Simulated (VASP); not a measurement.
# AlNi3 (Pm-3m) in VASP: notebook

AlNi3 is run at these levels: PBE; tasks: single point.

All numbers are computed with VASP 6.6.1; they aren't measurements. Logs are shortened: lines on timing, memory, paths and dates and some standing lists are left out, and cuts for length are marked.

## 1. The cell of the first run

Symmetry: Pm-3m, No. 221, cubic system. Conventional cell: a = 3.567 Å, b = 3.567 Å, c = 3.567 Å, α = 90.00°, β = 90.00°, γ = 90.00°. Al (site symmetry m-3m) has 12 Ni at 2.52 Å within 3.3 Å. Within 3.3 Å of Ni (site symmetry 4/mmm) lie 4 Al at 2.52 Å and 8 Ni at 2.52 Å.

## 2. Single point, PBE, collinear spin, ferromagnetic start

INCAR

```
SYSTEM = AlNi3
PREC = Accurate
ENCUT = 600
EDIFF = 1E-6
ISMEAR = 0
SIGMA = 0.15
LREAL = .False.
LASPH = .True.
NELM = 200
ALGO = Normal
ISIF = 2
LWAVE = .False.
LCHARG = .False.
ISPIN = 2
MAGMOM = 0 0.3 0.3 0.3
LORBIT = 11
LMAXMIX = 4
GGA = PE
NBANDS = 28
GGA_COMPAT = .False.
```

KPOINTS

```
Automatic mesh
0
Gamma
  10 10 10
  0 0 0
```

POSCAR

```
AlNi3
1.0
    3.5666788918      0.0000000000      0.0000000000
    0.0000000000      3.5666788918      0.0000000000
    0.0000000000      0.0000000000      3.5666788918
Al Ni
1 3
Direct
    0.0000000000      0.0000000000      0.0000000000
    0.0000000000      0.5000000000      0.5000000000
    0.5000000000      0.0000000000      0.5000000000
    0.5000000000      0.5000000000      0.0000000000
```

Potentials or basis: VASP PAW PBE potentials, release 64 (Al, Ni).

Launch:

```bash
> cat potpaw_PBE.64/Al/POTCAR potpaw_PBE.64/Ni/POTCAR > POTCAR
> mpirun -np 1 vasp_std > vasp.out
```

OUTCAR:

```text
SYSTEM = AlNi3
   PREC = Accurate
   ENCUT = 600
   EDIFF = 1E-6
   ISMEAR = 0
   LREAL = .False.
   LASPH = .True.
   NELM = 200
   ISIF = 2
   ISPIN = 2
   LORBIT = 11
   GGA = PE

 ion  position               nearest neighbor table
   1  0.000  0.000  0.000-   2 2.52   3 2.52   4 2.52   2 2.52   3 2.52   2 2.52   4 2.52   2 2.52
                             3 2.52   4 2.52   3 2.52   4 2.52
   2  0.000  0.500  0.500-   1 2.52   3 2.52   4 2.52   1 2.52   4 2.52   1 2.52   3 2.52   1 2.52
                             3 2.52   4 2.52   4 2.52   3 2.52
   3  0.500  0.000  0.500-   1 2.52   2 2.52   4 2.52   1 2.52   4 2.52   2 2.52   4 2.52   4 2.52
                             1 2.52   2 2.52   1 2.52   2 2.52
   4  0.500  0.500  0.000-   1 2.52   2 2.52   3 2.52   2 2.52   3 2.52   1 2.52   3 2.52   3 2.52
                             1 2.52   2 2.52   2 2.52   1 2.52

  LATTYP: Found a simple cubic cell.
 ALAT       =     3.5666788918

  Lattice vectors:

 A1 = (   3.5666788918,   0.0000000000,   0.0000000000)
 A2 = (   0.0000000000,   3.5666788918,   0.0000000000)
 A3 = (   0.0000000000,   0.0000000000,   3.5666788918)

Analysis of symmetry for initial positions (statically):
=====================================================================
 Subroutine PRICEL returns:
 Original cell was already a primitive cell.

 Routine SETGRP: Setting up the symmetry group for a
 simple cubic supercell.

 Subroutine GETGRP returns: Found 48 space group operations
 (whereof 48 operations were pure point group operations)
 out of a pool of 48 trial point group operations.

The static configuration has the point symmetry O_h .

Analysis of symmetry for dynamics (positions and initial velocities):
=====================================================================
 Subroutine PRICEL returns:
 Original cell was already a primitive cell.

 Routine SETGRP: Setting up the symmetry group for a
 simple cubic supercell.

 Subroutine GETGRP returns: Found 48 space group operations
 (whereof 48 operations were pure point group operations)
 out of a pool of 48 trial point group operations.

The dynamic configuration has the point symmetry O_h .

Analysis of structural, dynamic, and magnetic symmetry:
=====================================================================
 Subroutine PRICEL returns:
 Original cell was already a primitive cell.

 Routine SETGRP: Setting up the symmetry group for a
 simple cubic supercell.

 Subroutine GETGRP returns: Found 48 space group operations
 (whereof 48 operations were pure point group operations)
 out of a pool of 48 trial point group operations.

The overall configuration has the point symmetry O_h .

 Subroutine INISYM returns: Found 48 space group operations
 (whereof 48 operations are pure point group operations),
 and found     1 'primitive' translations

----------------------------------------------------------------------------------------

                                     Primitive cell

  volume of cell :      45.3724

  direct lattice vectors                    reciprocal lattice vectors
     3.566678892  0.000000000  0.000000000     0.280372871  0.000000000  0.000000000
     0.000000000  3.566678892  0.000000000     0.000000000  0.280372871  0.000000000
     0.000000000  0.000000000  3.566678892     0.000000000  0.000000000  0.280372871

  length of vectors
     3.566678892  3.566678892  3.566678892     0.280372871  0.280372871  0.280372871

  position of ions in fractional coordinates (direct lattice)
     0.000000000  0.000000000  0.000000000
     0.000000000  0.500000000  0.500000000
     0.500000000  0.000000000  0.500000000
     0.500000000  0.500000000  0.000000000

  ion indices of the primitive-cell ions
   primitive index   ion index
                 1           1
                 2           2
                 3           3
                 4           4

----------------------------------------------------------------------------------------

 KPOINTS: Automatic mesh

Automatic generation of k-mesh.
 Grid dimensions read from file:
 generate k-points for:   10   10   10

 Generating k-lattice:

  Cartesian coordinates                     Fractional coordinates (reciprocal lattice)
     0.028037287  0.000000000  0.000000000     0.100000000  0.000000000  0.000000000
     0.000000000  0.028037287  0.000000000     0.000000000  0.100000000  0.000000000
     0.000000000  0.000000000  0.028037287     0.000000000  0.000000000  0.100000000

  Length of vectors
     0.028037287  0.028037287  0.028037287

  Shift w.r.t. Gamma in fractional coordinates (k-lattice)
     0.000000000  0.000000000  0.000000000

 Subroutine IBZKPT returns following result:
 ===========================================

 Found     56 irreducible k-points:

 Following reciprocal coordinates:
            Coordinates               Weight
  0.000000  0.000000  0.000000      1.000000
  0.100000  0.000000  0.000000      6.000000
  0.200000  0.000000  0.000000      6.000000
  0.300000  0.000000  0.000000      6.000000
  0.400000  0.000000  0.000000      6.000000
  0.500000  0.000000  0.000000      3.000000
[... 16 lines left out ...]
  0.200000  0.100000  0.100000     24.000000
  0.300000  0.100000  0.100000     24.000000
 [... further k-points ...]
   k-points           NKPTS =     56   k-points in BZ     NKDIM =     56   number of bands    NBANDS=     28
   number of dos      NEDOS =    301   number of ions     NIONS =      4
   total plane-waves  NPLWV =  21952
   dimension x,y,z NGX =    28 NGY =   28 NGZ =   28
   dimension x,y,z NGXF=    56 NGYF=   56 NGZF=   56
   ions per type =               1   3
   NGX,Y,Z   is equivalent  to a cutoff of  13.05, 13.05, 13.05 a.u.
   NGXF,Y,Z  is equivalent  to a cutoff of  26.10, 26.10, 26.10 a.u.
 SYSTEM =  AlNi3
   PREC   = accura    normal or accurate (medium, high low for compatibility)
   ISTART =      0    job   : 0-new  1-cont  2-samecut
   ICHARG =      2    charge: 1-file 2-atom 10-const
   ISPIN  =      2    spin polarized calculation?
   LNONCOLLINEAR =      F non collinear calculations
   LSORBIT =      F    spin-orbit coupling
   LASPH  =      T    aspherical Exc in radial PAW
   ENCUT  =  600.0 eV  44.10 Ry    6.64 a.u.   7.12  7.12  7.12*2*pi/ulx,y,z
   NELM   =    200;   NELMIN=  2; NELMDL= -5     # of ELM steps
   EDIFF  = 0.1E-05   stopping-criterion for ELM
   LREAL  =      F    real-space projection
   EDIFFG = 0.1E-04   stopping-criterion for IOM
   NSW    =      0    number of steps for IOM
   IBRION =     -1    ionic relax: 0-MD 1-quasi-New 2-CG
   NFREE  =      0    steps in history (QN), initial steepest desc. (CG)
   ISIF   =      2    stress and relaxation
   ISYM   =      2    0-nonsym 1-usesym 2-fastsym
   POTIM  = 0.5000    time-step for ionic-motion
   TEBEG  =    0.0;   TEEND  =   0.0 temperature during run
   PSTRESS=    0.0 pullay stress
   NELECT =      33.0000    total number of electrons
   NUPDOWN=      -1.0000    fix difference up-down
   EMIN   =  10.00;   EMAX   =-10.00  energy-range for DOS
   EFERMI =   0.00;   METHOD = LEGACY
   ISMEAR =     0;   SIGMA  =   0.15  broadening in eV -4-tet -1-fermi 0-gaus
   EFERMI_NEDOS =   21; number of points for ismear=-14 and -15
   IALGO  =     38    algorithm
   IMIX   =      4    mixing-type and parameters
     AMIX     =   0.40;   BMIX     =  1.00
     AMIX_MAG =   1.60;   BMIX_MAG =  1.00
  volume/ion in A,a.u.               =      11.34        76.55
  Fermi-wavevector in a.u.,A,eV,Ry     =   1.472252  2.782153 29.490978  2.167526
  Thomas-Fermi vector in A             =   2.587289
   LORBIT       =     11    0 simple, 1 ext, 2 COOP (PROOUT), +10 PAW based schemes
   GGA     = PE    functional components
   LHFCALC =     F    Hartree Fock is set to
   AEXX    =    0.0000 exact exchange contribution
   IVDW    =     0    specifies the selected vdW correction
   LEPSILON=     F    determine dielectric tensor
   LRPA    =     F    only Hartree local field effects (RPA)
 spin polarized calculation
 Gauss-broadening in eV      SIGMA  =   0.15
  energy-cutoff  :      600.00
  volume of cell :       45.37
 maximum number of plane-waves:      1529
   NGX = 15   NGY = 15   NGZ = 15

 number of electron      33.0000020 magnetization       0.6676795

 Free energy of the ion-electron system (eV)
  ---------------------------------------------------
  ext. energy  EPLUGINS =         0.00000000
  ---------------------------------------------------
  free energy    TOTEN  =       -21.91485966 eV

  energy without entropy =      -21.87415872  energy(sigma->0) =      -21.89450919

 E-fermi :   9.4260     XC(G=0): -12.6551

 val. band max:        9.4255013786   @ k =   0.3000   0.2000   0.1000
 cond. band min:       9.4274411776   @ k =   0.5000   0.4000   0.3000
 fundamental gap:      0.0019397990
 Fermi energy:         9.4260327577

 spin component 1

 k-point     1 :       0.0000    0.0000    0.0000
  band No.  band energies     occupation
      1      -0.4873      1.00000
      2       5.1676      1.00000
      3       5.8279      1.00000
      4       5.8279      1.00000
      5       6.1773      1.00000
      6       6.1773      1.00000
[... 733 lines left out ...]
     27      22.1080      0.00000
     28      24.1434      0.00000

 [... further k-points ...]

 spin component 2

 k-point     1 :       0.0000    0.0000    0.0000
  band No.  band energies     occupation
      1      -0.5146      1.00000
      2       5.2422      1.00000
      3       5.9713      1.00000
      4       5.9713      1.00000
      5       6.4454      1.00000
      6       6.4454      1.00000
[... 733 lines left out ...]
     27      22.1344      0.00000
     28      24.1474      0.00000

 [... further k-points ...]

------------------------ aborting loop because EDIFF is reached ----------------------------------------

  FORCE on cell =-STRESS in cart. coord.  units (eV):
  Direction    XX          YY          ZZ          XY          YZ          ZX
  --------------------------------------------------------------------------------------
  -------------------------------------------------------------------------------------
  Total       -0.0053704     -0.0053704     -0.0053704      0.0000000      0.0000000     -0.0000000
  in kB       -0.1896370     -0.1896370     -0.1896370      0.0000000      0.0000000     -0.0000000
  external PRESSURE =      -0.1896370 kB  Pullay stress =       0.0000000 kB

 VOLUME and BASIS-vectors are now :
 -----------------------------------------------------------------------------
  energy-cutoff  :      600.00
  volume of cell :       45.37
      direct lattice vectors                 reciprocal lattice vectors
     3.566678892  0.000000000  0.000000000     0.280372871  0.000000000  0.000000000
     0.000000000  3.566678892  0.000000000     0.000000000  0.280372871  0.000000000
     0.000000000  0.000000000  3.566678892     0.000000000  0.000000000  0.280372871

 POSITION                                       TOTAL-FORCE (eV/Angst)
 -----------------------------------------------------------------------------------
      0.00000      0.00000      0.00000         0.000000      0.000000      0.000000
      0.00000      1.78334      1.78334         0.000000      0.000000      0.000000
      1.78334      0.00000      1.78334         0.000000      0.000000      0.000000
      1.78334      1.78334      0.00000         0.000000      0.000000      0.000000
 -----------------------------------------------------------------------------------
    total drift:                                0.000000      0.000000      0.000000

  FREE ENERGIE OF THE ION-ELECTRON SYSTEM (eV)
  ---------------------------------------------------
  free  energy   TOTEN  =       -21.9148596568 eV

  energy  without entropy=      -21.8741587182  energy(sigma->0) =      -21.89450919

 total charge

# of ion       s       p       d       tot
------------------------------------------
    1        0.408   0.390   0.000   0.798
    2        0.491   0.512   8.378   9.380
    3        0.491   0.512   8.378   9.380
    4        0.491   0.512   8.378   9.380
--------------------------------------------------
tot          1.880   1.925  25.134  28.938

 magnetization (x)

# of ion       s       p       d       tot
------------------------------------------
    1       -0.001  -0.007   0.000  -0.008
    2       -0.003  -0.009   0.249   0.238
    3       -0.003  -0.009   0.249   0.238
    4       -0.003  -0.009   0.249   0.238
--------------------------------------------------
tot         -0.009  -0.033   0.748   0.706
```

Run time: 2.4 min. Hardware: 1 thread of Intel Xeon Platinum 8259CL at 2.50GHz (Skylake/Cascade Lake), shared host; peak memory 0.25 GiB.

Results:

```
Free energy                                           : -21.9149 eV
Pressure                                              : 0.0 GPa
Net moment                                            : 0.67 μB per cell
Site moments                                          : Al -0.01; Ni +0.24 μB
Valence electrons inside the program's atomic spheres : Al 0.80; Ni 9.38
```

## 3. Single point, PBE, collinear spin, ferromagnetic start (equal strain along all axes, cell held: -1.0 %)

INCAR

```
ALGO = Normal ; EDIFF = 1E-6
ENCUT = 520 ; GGA = PE
ISIF = 2 ; ISMEAR = 0
ISPIN = 2 ; LASPH = T
LCHARG = F ; LMAXMIX = 4
LORBIT = 11 ; LREAL = F
LWAVE = F ; MAGMOM = 0 0.3 0.3 0.3
NBANDS = 28 ; NELM = 150
PREC = Accurate ; SIGMA = 0.1
```

KPOINTS

```
k-points
0
Gamma
  14 14 14
```

POSCAR

```
AlNi3
1.0
    3.5310120760      0.0000000000      0.0000000000
    0.0000000000      3.5310120760      0.0000000000
    0.0000000000      0.0000000000      3.5310120760
Al Ni
1 3
Direct
    0.0000000000      0.0000000000      0.0000000000
    0.0000000000      0.5000000000      0.5000000000
    0.5000000000      0.0000000000      0.5000000000
    0.5000000000      0.5000000000      0.0000000000
```

Potentials or basis: VASP PAW PBE potentials, release 64 (Al, Ni).

Launch:

```bash
> cat potpaw_PBE.64/Al/POTCAR potpaw_PBE.64/Ni/POTCAR > POTCAR
> mpirun -np 1 vasp_std > vasp.out
```

Wall time 7.2 min (1 thread of Oxide Virtual Turin-like, shared host); peak memory 0.29 GiB.

Results (log left out):

| Property | Result |
| --- | --- |
| Free energy | -21.8814 eV |
| Pressure | 5.9 GPa |
| Net moment | 0.70 μB per cell |
| Site moments | Al -0.01; Ni +0.25 μB |
| Valence electrons inside the program's atomic spheres | Al 0.81; Ni 9.44 |

Levels at points of the mesh, in eV from the Fermi level:
Spin up:
```tsv
k point	band 14	band 15	band 16	band 17	band 18	band 19	band 20	band 21
(0.00, 0.00, 0.00)	-0.08	-0.08	-0.08	0.87	0.87	0.87	6.68	6.68
(0.50, 0.00, 0.00)	-1.20	-1.07	-0.52	-0.08	5.61	5.61	5.66	5.66
(0.50, 0.50, 0.00)	-1.22	-1.01	-0.99	-0.59	0.87	0.87	8.28	8.28
(0.50, 0.50, 0.50)	-1.10	-1.10	-0.26	-0.26	-0.26	-0.20	3.52	4.13
```
Spin down:
| k point | band 14 | band 15 | band 16 | band 17 | band 18 | band 19 |
| --- | --- | --- | --- | --- | --- | --- |
| (0.00, 0.00, 0.00) | 0.35 | 0.35 | 0.35 | 0.84 | 0.84 | 0.84 |
| (0.50, 0.00, 0.00) | -0.95 | -0.84 | -0.33 | 0.35 | 5.66 | 5.66 |
| (0.50, 0.50, 0.00) | -1.11 | -0.81 | -0.60 | -0.46 | 1.15 | 1.15 |
| (0.50, 0.50, 0.50) | -0.92 | -0.92 | -0.22 | 0.11 | 0.11 | 0.11 |

Caveat: the cell differs from its parent crystal (equal strain along all axes, cell held: -1.0 %).
